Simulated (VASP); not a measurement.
# W (Pm-3n) in VASP: further runs, part 2 of 2

VASP 6.6.1. Earlier steps stand in the parts before.

### Step 3. Relaxation of cell and atoms, LDA

This run uses another cell than the first one, of 16.42 Å³/atom.

Input file INCAR:

```
SYSTEM = W
ALGO     = Normal         ! electronic algorithm
EDIFF    = 1E-7           ! SCF threshold, eV
EDIFFG   = -0.01          ! ionic threshold
ENCUT    = 600            ! plane-wave cutoff, eV
GGA      = CA             ! functional
IBRION   = 2              ! ionic algorithm
ISIF     = 3              ! what is computed and relaxed
ISMEAR   = 1              ! smearing method
LASPH    = .TRUE.         ! aspherical terms in the spheres
LCHARG   = .FALSE.        ! write CHGCAR
LREAL    = .FALSE.        ! projectors in reciprocal space
LWAVE    = .FALSE.        ! write WAVECAR
NELM     = 100            ! most SCF steps
NSW      = 80             ! ionic steps
PREC     = Accurate       ! precision mode
SIGMA    = 0.1            ! smearing width, eV
```

Input file KPOINTS:

```
k-points
0
G
  5 5 5
  0 0 0
```

Input file POSCAR:

```
W
1.0
    5.0830000000      0.0000000000      0.0000000000
    0.0000000000      5.0830000000      0.0000000000
    0.0000000000      0.0000000000      5.0830000000
W
8
Direct
    0.0000000000      0.0000000000      0.0000000000
    0.5000000000      0.5000000000      0.5000000000
    0.0000000000      0.5000000000      0.2500000000
    0.0000000000      0.5000000000      0.7500000000
    0.2500000000      0.0000000000      0.5000000000
    0.7500000000      0.0000000000      0.5000000000
    0.5000000000      0.7500000000      0.0000000000
    0.5000000000      0.2500000000      0.0000000000
```

Potentials or basis: VASP PAW LDA potentials, release 64 (W_sv).

The run is started by

```
> cat potpaw_LDA.64/W_sv/POTCAR > POTCAR
> mpirun -np 1 vasp_std > vasp.out
```

OUTCAR:

```text
SYSTEM = W
   EDIFF = 1E-7
   EDIFFG = -0.01
   ENCUT = 600
   GGA = CA
   IBRION = 2
   ISIF = 3
   ISMEAR = 1
   LASPH = .TRUE.
   LREAL = .FALSE.
   NELM = 100
   NSW = 80
   PREC = Accurate

 ion  position               nearest neighbor table
   1  0.000  0.000  0.000-   3 2.84   4 2.84   5 2.84   6 2.84   7 2.84   8 2.84   5 2.84   6 2.84
                             3 2.84   4 2.84   7 2.84   8 2.84
   2  0.500  0.500  0.500-   3 2.84   4 2.84   5 2.84   6 2.84   7 2.84   8 2.84   7 2.84   8 2.84
                             5 2.84   6 2.84   3 2.84   4 2.84
   3  0.000  0.500  0.250-   4 2.54   4 2.54   1 2.84   2 2.84   1 2.84   2 2.84   8 3.11   5 3.11
                             6 3.11   5 3.11   6 3.11   7 3.11   7 3.11   8 3.11
   4  0.000  0.500  0.750-   3 2.54   3 2.54   1 2.84   2 2.84   1 2.84   2 2.84   8 3.11   5 3.11
                             6 3.11   5 3.11   6 3.11   7 3.11   7 3.11   8 3.11
   5  0.250  0.000  0.500-   6 2.54   6 2.54   1 2.84   1 2.84   2 2.84   2 2.84   8 3.11   4 3.11
                             7 3.11   8 3.11   3 3.11   3 3.11   4 3.11   7 3.11
   6  0.750  0.000  0.500-   5 2.54   5 2.54   1 2.84   1 2.84   2 2.84   2 2.84   8 3.11   4 3.11
                             7 3.11   8 3.11   3 3.11   3 3.11   4 3.11   7 3.11
   7  0.500  0.750  0.000-   8 2.54   8 2.54   1 2.84   2 2.84   2 2.84   1 2.84   3 3.11   4 3.11
                             5 3.11   6 3.11   5 3.11   6 3.11   3 3.11   4 3.11
   8  0.500  0.250  0.000-   7 2.54   7 2.54   1 2.84   2 2.84   2 2.84   1 2.84   3 3.11   4 3.11
                             5 3.11   6 3.11   5 3.11   6 3.11   3 3.11   4 3.11
[... 181 lines left out ...]
  ext. energy  EPLUGINS =         0.00000000
  ---------------------------------------------------
  free energy    TOTEN  =      -111.83805589 eV

  energy without entropy =     -111.83897955  energy(sigma->0) =     -111.83836378

------------------------ aborting loop because EDIFF is reached ----------------------------------------

  FORCE on cell =-STRESS in cart. coord.  units (eV):
  Direction    XX          YY          ZZ          XY          YZ          ZX
  --------------------------------------------------------------------------------------
  -------------------------------------------------------------------------------------
  Total      -10.4348353    -10.4348353    -10.4348353     -0.0000000     -0.0000000     -0.0000000
  in kB     -127.3021831   -127.3021831   -127.3021831     -0.0000000     -0.0000000     -0.0000000
  external PRESSURE =    -127.3021831 kB  Pullay stress =       0.0000000 kB
[... 155 lines left out ...]
--------------------------------------- Ionic step        5  -------------------------------------------

 number of electron     111.9999979 magnetization

 Free energy of the ion-electron system (eV)
  ---------------------------------------------------
  ext. energy  EPLUGINS =         0.00000000
  ---------------------------------------------------
  free energy    TOTEN  =      -112.06099133 eV

  energy without entropy =     -112.06144031  energy(sigma->0) =     -112.06114099

 E-fermi :  11.1825     XC(G=0): -13.8555

 val. band max:       11.1724021533   @ k =   0.4000   0.0000   0.0000
 cond. band min:      11.2459100073   @ k =   0.4000   0.2000   0.0000
 fundamental gap:      0.0735078539
 Fermi energy:        11.1824595124

 k-point     1 :       0.0000    0.0000    0.0000
  band No.  band energies     occupation
      1     -62.3581      2.00000
      2     -62.3018      2.00000
      3     -62.3018      2.00000
      4     -62.1408      2.00000
      5     -62.1408      2.00000
      6     -62.1408      2.00000
[... 724 lines left out ...]
  FREE ENERGIE OF THE ION-ELECTRON SYSTEM (eV)
  ---------------------------------------------------
  free  energy   TOTEN  =      -112.0609913302 eV

  energy  without entropy=     -112.0614403147  energy(sigma->0) =     -112.06114099

 reached required accuracy - stopping structural energy minimisation
```

CONTCAR:

```text
W
   1.00000000000000
     5.0116709843976528   -0.0000000000000000   -0.0000000000000000
    -0.0000000000000000    5.0116709843976528    0.0000000000000000
    -0.0000000000000000   -0.0000000000000000    5.0116709843976528
  W
     8
Direct
     0.0000000000000000    0.0000000000000000    0.0000000000000000
     0.5000000000000000    0.5000000000000000    0.5000000000000000
     0.0000000000000000    0.5000000000000000    0.2500000000000000
     0.0000000000000000    0.5000000000000000    0.7500000000000000
     0.2500000000000000    0.0000000000000000    0.5000000000000000
     0.7500000000000000    0.0000000000000000    0.5000000000000000
     0.5000000000000000    0.7500000000000000    0.0000000000000000
     0.5000000000000000    0.2500000000000000    0.0000000000000000

  0.00000000E+00  0.00000000E+00  0.00000000E+00
  0.00000000E+00  0.00000000E+00  0.00000000E+00
  0.00000000E+00  0.00000000E+00  0.00000000E+00
  0.00000000E+00  0.00000000E+00  0.00000000E+00
  0.00000000E+00  0.00000000E+00  0.00000000E+00
  0.00000000E+00  0.00000000E+00  0.00000000E+00
  0.00000000E+00  0.00000000E+00  0.00000000E+00
  0.00000000E+00  0.00000000E+00  0.00000000E+00
```

It took 6 min on 1 thread of Intel Xeon Platinum 8259CL at 2.50GHz (Skylake/Cascade Lake), shared host; peak memory 0.25 GiB.

What came out:

```yaml
Free_energy: -112.0610 eV
Relaxed_volume: 15.73 Å³/atom
Relaxed_cell: a = 5.012 Å, b = 5.012 Å, c = 5.012 Å, α = 90.00°, β = 90.00°, γ = 90.00°
Space_group_after_relaxing_to_0.1_Å: Pm-3n (No. 223)
Energy_gained_by_relaxing: 27.9 meV/atom
Ionic_steps: 5
Pressure_after_relaxing: 0.1 GPa
Band_gap_on_the_k_mesh: zero (bands 56 and 57 overlap by 0.61 eV)
```

The path:
```tsv
step	energy change (eV)	largest force (eV/Å)	pressure (GPa)	volume (Å³)
1	0.0000	0.0000	-12.73	131.33
2	3.1926	0.0000	69.73	108.06
3	-0.2217	0.0000	-1.03	126.31
4	-0.2229	0.0000	-0.18	125.98
5	-0.2229	0.0000	0.10	125.88
```

Final structure:
```xyz
8
Lattice="5.0117 0.0000 0.0000 0.0000 5.0117 0.0000 0.0000 0.0000 5.0117" Properties=species:S:1:pos:R:3 pbc="T T T"
W     0.0000    0.0000    0.0000
W     2.5058    2.5058    2.5058
W     0.0000    2.5058    1.2529
W     0.0000    2.5058    3.7588
W     1.2529    0.0000    2.5058
W     3.7588    0.0000    2.5058
W     2.5058    3.7588    0.0000
W     2.5058    1.2529    0.0000
```

Caveat: spin-orbit coupling is left out, which moves the levels of the heavy elements. LDA usually gives volumes a few per cent too small.

### Step 4. Single point, r2SCAN

This run uses another cell than the first one, of 16.11 Å³/atom.

Changes to POSCAR since step 3:

```diff
@@ -2,5 +2,5 @@
 1.0
-    5.0830000000      0.0000000000      0.0000000000
-    0.0000000000      5.0830000000      0.0000000000
-    0.0000000000      0.0000000000      5.0830000000
+    5.0516363164      0.0000000000      0.0000000000
+    0.0000000000      5.0516363164      0.0000000000
+    0.0000000000      0.0000000000      5.0516363164
 W
```

Input file INCAR.step1:

```
  PREC = Accurate
  ENCUT = 520
  ISMEAR = 1
  SIGMA = 0.1
  LREAL = False
  LASPH = True
  NELM = 100
  NBANDS = 66
  GGA = PE
  ALGO = Normal
  EDIFF = 1E-4
  LWAVE = True
  LCHARG = False
```

Input file INCAR.step2:

```
  PREC = Accurate
  ENCUT = 520
  EDIFF = 1E-7
  ISMEAR = 1
  SIGMA = 0.1
  LREAL = False
  LASPH = True
  NELM = 100
  ALGO = Normal
  ISIF = 2
  LWAVE = False
  LCHARG = False
  METAGGA = R2SCAN
  LMIXTAU = True
  NBANDS = 66
  ISTART = 1
```

Input file KPOINTS:

```
Automatic mesh
0
Gamma
  5 5 5
```

Potentials or basis: VASP PAW PBE potentials, release 64 (W_sv).

The run is started by

```
> cat potpaw_PBE.64/W_sv/POTCAR > POTCAR
> cp INCAR.step1 INCAR
> mpirun -np 1 vasp_std > vasp.out
> cp INCAR.step2 INCAR
> mpirun -np 1 vasp_std > vasp.out
```

Run time: 4.9 min. Hardware: 1 thread of Intel Xeon Platinum 8259CL at 2.50GHz (Skylake/Cascade Lake), shared host; peak memory 0.27 GiB.

The run converged. Its results:

```yaml
Free_energy: -409.9329 eV
Pressure: 1.2 GPa
Band_gap_on_the_k_mesh: zero (bands 56 and 57 overlap by 0.47 eV)
```

Levels at points of the mesh, in eV from the Fermi level:
```csv
k point,band 52,band 53,band 54,band 55,band 56,band 57,band 58,band 59,band 60,band 61
"(0.00, 0.00, 0.00)",-2.23,-1.54,-1.54,-0.42,-0.42,-0.42,1.78,1.78,1.78,1.86
```

Caveat: the PAW data sets were made with another functional, which shifts forces and pressure a little; spin-orbit coupling is left out, which moves the levels of the heavy elements.

### Step 5. Summary

```tsv
task	level	potentials or basis	cell	cutoff (eV)	gap on the mesh (eV)	pressure (GPa)
single point	LDA	VASP PAW LDA potentials, release 64 (W_sv)	a = 5.002 Å, 8 atoms	520	none	2.1
relaxation of cell and atoms	LDA	VASP PAW LDA potentials, release 64 (W_sv)	relaxed from a = 5.083 Å, 8 atoms	600	none	0.1
single point	r2SCAN	VASP PAW PBE potentials, release 64 (W_sv)	a = 5.052 Å, 8 atoms	520	none	1.2
```

Alike in all rows: no spin polarisation; k mesh 5 × 5 × 5; smearing methfessel-paxton 0.1 eV.

Caveats: spin-orbit coupling is left out, which moves the levels of the heavy elements; the PAW data sets were made with another functional, which shifts forces and pressure a little (at least some runs).

Absolute energies hang on the potentials; compare differences alone.
